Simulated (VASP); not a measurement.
A run of VASP 6.6.1 is set up as follows.

File INCAR:

```
SYSTEM = Os
PREC     = Accurate       ! precision mode
ENCUT    = 520            ! plane-wave cutoff, eV
EDIFF    = 1E-6           ! SCF threshold, eV
ISMEAR   = -1             ! smearing method
SIGMA    = 0.05           ! smearing width, eV
LREAL    = .False.        ! projectors in reciprocal space
LASPH    = .True.         ! aspherical terms in the spheres
NELM     = 80             ! most SCF steps
ALGO     = Fast           ! electronic algorithm
ISIF     = 2              ! what is computed and relaxed
LWAVE    = .False.        ! write WAVECAR
LCHARG   = .False.        ! write CHGCAR
GGA      = PS             ! functional
NBANDS   = 15             ! bands
```

The input KPOINTS:

```
Automatic mesh
0
Gamma
  11 11 6
  0 0 0
```

The input POSCAR:

```
Os
1.0
    2.7341000000      0.0000000000      0.0000000000
   -1.3670500000      2.3678000565      0.0000000000
    0.0000000000      0.0000000000      4.3197000000
Os
2
Direct
    0.6588800000      0.3197410000      0.7591660000
    0.3285490000      0.6649530000      0.2460270000
```

Potentials or basis: VASP PAW PBE potentials, release 64 (Os).

Launch:

```sh
$ cat potpaw_PBE.64/Os/POTCAR > POTCAR
$ mpirun -np 1 vasp_std > vasp.out
```

(1) What does it give for the band gap on the k mesh?

(2) Predict the largest force.

(3) What does it give for the pressure?

## Answers

(1) zero (band 8 reaches 11.45 eV, above the bottom of band 9 at 7.64 eV).

(2) 0.991 eV/Å.

(3) -1.4 GPa.

Caveat: the cell differs from its parent crystal (atoms moved at random); the PAW data sets were made with another functional, which shifts forces and pressure a little; spin-orbit coupling is left out, which moves the levels of the heavy elements.
